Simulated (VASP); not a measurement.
Input of a VASP 6.6.1 run:

File INCAR:

```
SYSTEM = As
PREC = Accurate ; ENCUT = 500
EDIFF = 1E-6 ; ISMEAR = -1
SIGMA = 0.08 ; LREAL = .FALSE.
LASPH = .TRUE. ; NELM = 120
ALGO = Normal ; ISIF = 2
LWAVE = .FALSE. ; LCHARG = .FALSE.
GGA = CA ; NBANDS = 8
GGA_COMPAT = .FALSE.
```

KPOINTS

```
regular mesh
0
G
  15 15 15
  0 0 0
```

POSCAR

```
As
1.0
    2.6724660729      0.0000000000      0.0000000000
    0.0000000000      2.6724660729      0.0000000000
    0.0000000000      0.0000000000      2.6724660729
As
1
Direct
    0.0000000000      0.0000000000      0.0000000000
```

Potentials or basis: VASP PAW LDA potentials, release 64 (As).

Launch:

```console
$ cat potpaw_LDA.64/As/POTCAR > POTCAR
$ mpirun -np 1 vasp_std > vasp.out
```

**Question.** Estimate the pressure.

**Answer.** 0.4 GPa.
